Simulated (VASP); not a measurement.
# Ta2N in VASP: further runs

The runs below take Ta2N through single point, with LDA.

All numbers are computed with VASP 6.6.1; they aren't measurements. Logs are shortened: lines on timing, memory, paths and dates and some standing lists are left out, and cuts for length are marked.

## (1) The cell of the first run

The typed cell holds 3 atoms: a = 3.063 Å, b = 3.124 Å, c = 4.899 Å, α = 90.00°, β = 90.00°, γ = 121.99°.

## (2) Single point, LDA (engineering shear strain xy -0.0467, normal strain along z +0.0233)

Input file INCAR:

```
  ALGO = Normal
  EDIFF = 1E-7
  ENCUT = 520
  ISIF = 2
  ISMEAR = 0
  LASPH = T
  LCHARG = T
  LELF = T
  LREAL = F
  LVHAR = T
  LWAVE = F
  NBANDS = 20
  NELM = 100
  PREC = Accurate
  SIGMA = 0.15
```

Input file KPOINTS:

```
k-points
0
Gamma
  15 15 8
```

Input file POSCAR:

```
Ta2N
1.0
    3.0618406011     -0.0714939780      0.0000000000
   -1.5928359018      2.6873787319      0.0000000000
    0.0000000000      0.0000000000      4.8987035653
Ta N
2 1
Direct
    0.6666666667      0.3333333333      0.7466885012
    0.3333333333      0.6666666667      0.2533114988
    0.0000000000      0.0000000000      0.0000000000
```

Potentials or basis: VASP PAW LDA potentials, release 64 (Ta_pv, N).

The run is started by

```bash
cat potpaw_LDA.64/Ta_pv/POTCAR potpaw_LDA.64/N/POTCAR > POTCAR
mpirun -np 1 vasp_std > vasp.out
```

OUTCAR:

```text
EDIFF = 1E-7
   ENCUT = 520
   ISIF = 2
   ISMEAR = 0
   LASPH = T
   LREAL = F
   NELM = 100
   PREC = Accurate

 ion  position               nearest neighbor table
   1  0.667  0.333  0.747-   3 2.13   3 2.16   3 2.19   2 2.97   2 2.99   2 3.02   2 3.03   2 3.05
                             2 3.07
   2  0.333  0.667  0.253-   3 2.13   3 2.16   3 2.19   1 2.97   1 2.99   1 3.02   1 3.03   1 3.05
                             1 3.07
   3  0.000  0.000  0.000-   1 2.13   2 2.13   1 2.16   2 2.16   1 2.19   2 2.19

  LATTYP: Found a simple monoclinic cell.
 ALAT       =     3.0001379722
 B/A-ratio  =     1.6328260936
 C/A-ratio  =     1.0208447771
 COS(beta)  =    -0.4691584668

  Lattice vectors:

 A1 = (   1.4690046993,   2.6158847539,   0.0000000000)
 A2 = (   0.0000000000,   0.0000000000,  -4.8987035653)
 A3 = (  -3.0618406011,   0.0714939780,   0.0000000000)

Analysis of symmetry for initial positions (statically):
=====================================================================
 Subroutine PRICEL returns:
 Original cell was already a primitive cell.

 Routine SETGRP: Setting up the symmetry group for a
 simple monoclinic supercell.

 Subroutine GETGRP returns: Found  2 space group operations
 (whereof  2 operations were pure point group operations)
 out of a pool of  4 trial point group operations.

The static configuration has the point symmetry S_2 .

Analysis of symmetry for dynamics (positions and initial velocities):
=====================================================================
 Subroutine PRICEL returns:
 Original cell was already a primitive cell.

 Routine SETGRP: Setting up the symmetry group for a
 simple monoclinic supercell.

 Subroutine GETGRP returns: Found  2 space group operations
 (whereof  2 operations were pure point group operations)
 out of a pool of  4 trial point group operations.

The dynamic configuration has the point symmetry S_2 .

 Subroutine INISYM returns: Found  2 space group operations
 (whereof  2 operations are pure point group operations),
 and found     1 'primitive' translations

----------------------------------------------------------------------------------------

                                     Primitive cell

  volume of cell :      39.7503

  direct lattice vectors                    reciprocal lattice vectors
     3.061840601 -0.071493978  0.000000000     0.331184452  0.196296294  0.000000000
    -1.592835902  2.687378732  0.000000000     0.008810702  0.377332004  0.000000000
     0.000000000  0.000000000  4.898703565     0.000000000  0.000000000  0.204135643

  length of vectors
     3.062675180  3.123960733  4.898703565     0.384987502  0.377434855  0.204135643

  position of ions in fractional coordinates (direct lattice)
     0.666666667  0.333333333  0.746688501
     0.333333333  0.666666667  0.253311499
     0.000000000  0.000000000  0.000000000

  ion indices of the primitive-cell ions
   primitive index   ion index
                 1           1
                 2           2
                 3           3

----------------------------------------------------------------------------------------

 KPOINTS: k-points

Automatic generation of k-mesh.
 Grid dimensions read from file:
 generate k-points for:   15   15    8

 Generating k-lattice:

  Cartesian coordinates                     Fractional coordinates (reciprocal lattice)
     0.022078963  0.013086420  0.000000000     0.066666667  0.000000000  0.000000000
     0.000587380  0.025155467  0.000000000     0.000000000  0.066666667  0.000000000
     0.000000000  0.000000000  0.025516955     0.000000000  0.000000000  0.125000000

  Length of vectors
     0.025665833  0.025162324  0.025516955

  Shift w.r.t. Gamma in fractional coordinates (k-lattice)
     0.000000000  0.000000000  0.000000000

 Subroutine IBZKPT returns following result:
 ===========================================

 Found    901 irreducible k-points:

 Following reciprocal coordinates:
            Coordinates               Weight
  0.000000  0.000000  0.000000      1.000000
  0.066667 -0.000000  0.000000      2.000000
  0.133333 -0.000000  0.000000      2.000000
  0.200000 -0.000000  0.000000      2.000000
  0.266667 -0.000000  0.000000      2.000000
  0.333333  0.000000  0.000000      2.000000
[... 16 lines left out ...]
 -0.066667  0.066667  0.000000      2.000000
  0.000000  0.133333  0.000000      2.000000
 [... further k-points ...]
   k-points           NKPTS =    901   k-points in BZ     NKDIM =    901   number of bands    NBANDS=     20
   number of dos      NEDOS =    301   number of ions     NIONS =      3
   total plane-waves  NPLWV =  20736
   dimension x,y,z NGX =    24 NGY =   24 NGZ =   36
   dimension x,y,z NGXF=    48 NGYF=   48 NGZF=   72
   ions per type =               2   1
   NGX,Y,Z   is equivalent  to a cutoff of  13.03, 12.77, 12.22 a.u.
   NGXF,Y,Z  is equivalent  to a cutoff of  26.06, 25.54, 24.43 a.u.
 SYSTEM =  unknown system
   PREC   = accura    normal or accurate (medium, high low for compatibility)
   ISTART =      0    job   : 0-new  1-cont  2-samecut
   ICHARG =      2    charge: 1-file 2-atom 10-const
   ISPIN  =      1    spin polarized calculation?
   LNONCOLLINEAR =      F non collinear calculations
   LSORBIT =      F    spin-orbit coupling
   LASPH  =      T    aspherical Exc in radial PAW
   ENCUT  =  520.0 eV  38.22 Ry    6.18 a.u.   5.69  5.81  9.11*2*pi/ulx,y,z
   NELM   =    100;   NELMIN=  2; NELMDL= -5     # of ELM steps
   EDIFF  = 0.1E-06   stopping-criterion for ELM
   LREAL  =      F    real-space projection
   EDIFFG = 0.1E-05   stopping-criterion for IOM
   NSW    =      0    number of steps for IOM
   IBRION =     -1    ionic relax: 0-MD 1-quasi-New 2-CG
   NFREE  =      0    steps in history (QN), initial steepest desc. (CG)
   ISIF   =      2    stress and relaxation
   ISYM   =      2    0-nonsym 1-usesym 2-fastsym
   POTIM  = 0.5000    time-step for ionic-motion
   TEBEG  =    0.0;   TEEND  =   0.0 temperature during run
   PSTRESS=    0.0 pullay stress
   NELECT =      27.0000    total number of electrons
   NUPDOWN=      -1.0000    fix difference up-down
   EMIN   =  10.00;   EMAX   =-10.00  energy-range for DOS
   EFERMI =   0.00;   METHOD = LEGACY
   ISMEAR =     0;   SIGMA  =   0.15  broadening in eV -4-tet -1-fermi 0-gaus
   EFERMI_NEDOS =   21; number of points for ismear=-14 and -15
   IALGO  =     38    algorithm
   IMIX   =      4    mixing-type and parameters
     AMIX     =   0.40;   BMIX     =  1.00
     AMIX_MAG =   1.60;   BMIX_MAG =  1.00
  volume/ion in A,a.u.               =      13.25        89.42
  Fermi-wavevector in a.u.,A,eV,Ry     =   1.439073  2.719453 28.176715  2.070930
  Thomas-Fermi vector in A             =   2.557969
   LORBIT       =      0    0 simple, 1 ext, 2 COOP (PROOUT), +10 PAW based schemes
   GGA     = CA    functional components
   LHFCALC =     F    Hartree Fock is set to
   AEXX    =    0.0000 exact exchange contribution
   IVDW    =     0    specifies the selected vdW correction
   LEPSILON=     F    determine dielectric tensor
   LRPA    =     F    only Hartree local field effects (RPA)
 non-spin polarized calculation
 Gauss-broadening in eV      SIGMA  =   0.15
  energy-cutoff  :      520.00
  volume of cell :       39.75
 maximum number of plane-waves:      1088
   NGX = 11   NGY = 11   NGZ = 19

 number of electron      27.0000000 magnetization

 Free energy of the ion-electron system (eV)
  ---------------------------------------------------
  ext. energy  EPLUGINS =         0.00000000
  ---------------------------------------------------
  free energy    TOTEN  =       -37.59687894 eV

  energy without entropy =      -37.58253529  energy(sigma->0) =      -37.58970712

 E-fermi :   7.5615     XC(G=0): -13.1892

 val. band max:        7.5615050606   @ k =  -0.3333  -0.2000   0.2500
 cond. band min:       7.5630582167   @ k =  -0.3333   0.4667   0.3750
 fundamental gap:      0.0015531561
 Fermi energy:         7.5615264246

 k-point     1 :       0.0000    0.0000    0.0000
  band No.  band energies     occupation
      1     -27.9162      2.00000
      2     -27.1160      2.00000
      3     -27.0434      2.00000
      4     -26.9936      2.00000
      5     -26.9211      2.00000
      6     -26.8837      2.00000
[... 12 lines left out ...]
     19       9.1124      0.00000
     20      12.7959      0.00000

 k-point     2 :       0.0667   -0.0000    0.0000
  band No.  band energies     occupation
      1     -27.9006      2.00000
      2     -27.1295      2.00000
      3     -27.0785      2.00000
      4     -26.9983      2.00000
      5     -26.9539      2.00000
      6     -26.8882      2.00000
[... 12 lines left out ...]
     19       9.2633      0.00000
     20      12.8649      0.00000

 k-point     3 :       0.1333   -0.0000    0.0000
  band No.  band energies     occupation
      1     -27.8553      2.00000
      2     -27.1858      2.00000
      3     -27.1551      2.00000
      4     -27.0584      2.00000
      5     -27.0010      2.00000
      6     -26.9027      2.00000
[... 12 lines left out ...]
     19      10.2648      0.00000
     20      12.7738      0.00000

 k-point     4 :       0.2000   -0.0000    0.0000
  band No.  band energies     occupation
      1     -27.7851      2.00000
      2     -27.3258      2.00000
      3     -27.2073      2.00000
      4     -27.1900      2.00000
      5     -27.0235      2.00000
      6     -26.9285      2.00000
[... 429 lines left out ...]
 k-point    23 :      -0.0667    0.0667    0.0000
  band No.  band energies     occupation
      1     -27.9023      2.00000
      2     -27.1448      2.00000
      3     -27.0553      2.00000
      4     -27.0210      2.00000
      5     -26.9246      2.00000
      6     -26.8887      2.00000
[... 12 lines left out ...]
     19       9.3976      0.00000
     20      12.7512      0.00000

 k-point    24 :       0.0000    0.1333    0.0000
  band No.  band energies     occupation
      1     -27.8586      2.00000
      2     -27.2056      2.00000
      3     -27.1266      2.00000
      4     -27.0744      2.00000
      5     -26.9694      2.00000
      6     -26.9031      2.00000
[... 12 lines left out ...]
     19      10.1958      0.00000
     20      12.6614      0.00000

 [... further k-points ...]

------------------------ aborting loop because EDIFF is reached ----------------------------------------

  FORCE on cell =-STRESS in cart. coord.  units (eV):
  Direction    XX          YY          ZZ          XY          YZ          ZX
  --------------------------------------------------------------------------------------
  -------------------------------------------------------------------------------------
  Total       -0.7809857     -0.7983049     -2.0759584      1.8028665     -0.0308309     -0.6649243
  in kB      -31.4784678    -32.1765343    -83.6737294     72.6664700     -1.2426722    -26.8004869
  external PRESSURE =     -49.1095772 kB  Pullay stress =       0.0000000 kB

 VOLUME and BASIS-vectors are now :
 -----------------------------------------------------------------------------
  energy-cutoff  :      520.00
  volume of cell :       39.75
      direct lattice vectors                 reciprocal lattice vectors
     3.061840601 -0.071493978  0.000000000     0.331184452  0.196296294  0.000000000
    -1.592835902  2.687378732  0.000000000     0.008810702  0.377332004  0.000000000
     0.000000000  0.000000000  4.898703565     0.000000000  0.000000000  0.204135643

 POSITION                                       TOTAL-FORCE (eV/Angst)
 -----------------------------------------------------------------------------------
      1.51028      0.84813      3.65781         0.083597     -0.003313     -0.127024
     -0.04128      1.76775      1.24090        -0.083597      0.003313      0.127024
      0.00000      0.00000      0.00000         0.000000      0.000000      0.000000
 -----------------------------------------------------------------------------------
    total drift:                                0.000000     -0.000000      0.000000

  FREE ENERGIE OF THE ION-ELECTRON SYSTEM (eV)
  ---------------------------------------------------
  free  energy   TOTEN  =       -37.5968789436 eV

  energy  without entropy=      -37.5825352913  energy(sigma->0) =      -37.58970712
```

It took 3.4 min on 1 thread of Intel Xeon 6975P-C (Granite Rapids), shared host; peak memory 0.67 GiB.

What came out:

* Free energy: -37.5969 eV
* Pressure: -4.9 GPa
* Largest force: 0.152 eV/Å
* Band gap on the k mesh: zero (an odd number of electrons rules out a gap without spin polarisation)

Forces on the atoms (eV/Å):
```
Ta   0.084 -0.003 -0.127
Ta  -0.084  0.003  0.127
N    0.000  0.000  0.000
```

Levels at points of the mesh, in eV from the Fermi level:
```
           k point  band 11  band 12  band 13  band 14  band 15  band 16
(0.00, 0.00, 0.00)    -4.80    -0.90    -0.66     0.15     0.29     0.33
(0.00, 0.00, 0.50)    -2.98    -2.66    -1.47    -0.67     1.67     1.86
```

Caveat: the cell differs from its parent crystal (engineering shear strain xy -0.0467, normal strain along z +0.0233); the stress differs along the axes, from -8 to -3 GPa; spin-orbit coupling is left out, which moves the levels of the heavy elements.

## (3) Single point, LDA (engineering shear strain xy +0.0000, normal strain along z +0.0700)

Input file INCAR:

```
SYSTEM = Ta2N
ALGO = Normal ; EDIFF = 1E-6
ENCUT = 700 ; GGA_COMPAT = .False.
ISIF = 2 ; ISMEAR = 0
LASPH = .True. ; LCHARG = .False.
LREAL = .False. ; LWAVE = .False.
NBANDS = 22 ; NELM = 120
PREC = Accurate ; SIGMA = 0.15
```

Input file KPOINTS:

```
k-points
0
Gamma
  15 15 8
  0 0 0
```

Input file POSCAR:

```
Ta2N
1.0
    3.0618406011      0.0000000000      0.0000000000
   -1.5309203006      2.6516317429      0.0000000000
    0.0000000000      0.0000000000      5.1222640622
Ta N
2 1
Direct
    0.6666666667      0.3333333333      0.7466885012
    0.3333333333      0.6666666667      0.2533114988
    0.0000000000      0.0000000000      0.0000000000
```

Potentials or basis: VASP PAW LDA potentials, release 64 (Ta_sv_GW, N).

The run is started by

```bash
cat potpaw_LDA.64/Ta_sv_GW/POTCAR potpaw_LDA.64/N/POTCAR > POTCAR
mpirun -np 1 vasp_std > vasp.out
```

Wall time 2 min (1 thread of Intel Xeon 6975P-C (Granite Rapids), shared host); peak memory 0.36 GiB.

It converged, with:

* Free energy: -42.4401 eV
* Pressure: -17.5 GPa
* Largest force: 0.021 eV/Å
* Band gap on the k mesh: zero (an odd number of electrons rules out a gap without spin polarisation)

Forces on the atoms (eV/Å):
```
Ta   0.000  0.000 -0.021
Ta   0.000  0.000  0.021
N    0.000  0.000  0.000
```

Stress tensor (GPa, compression positive):
```
-13.47   0.00   0.00
  0.00 -13.47   0.00
  0.00   0.00 -25.51
```

Levels at points of the mesh, in eV from the Fermi level:
| k point | band 11 | band 12 | band 13 | band 14 | band 15 | band 16 | band 17 | band 18 | band 19 | band 20 |
| --- | --- | --- | --- | --- | --- | --- | --- | --- | --- | --- |
| (0.00, 0.00, 0.00) | -5.61 | -5.61 | -4.89 | -1.18 | -0.23 | -0.23 | 0.27 | 0.74 | 0.74 | 1.19 |
| (0.00, 0.00, 0.50) | -5.74 | -5.74 | -3.16 | -2.77 | -0.82 | -0.82 | 1.41 | 2.19 | 2.19 | 2.20 |

Caveat: the cell differs from its parent crystal (engineering shear strain xy +0.0000, normal strain along z +0.0700); the stress differs along the axes, from -26 to -13 GPa; spin-orbit coupling is left out, which moves the levels of the heavy elements.
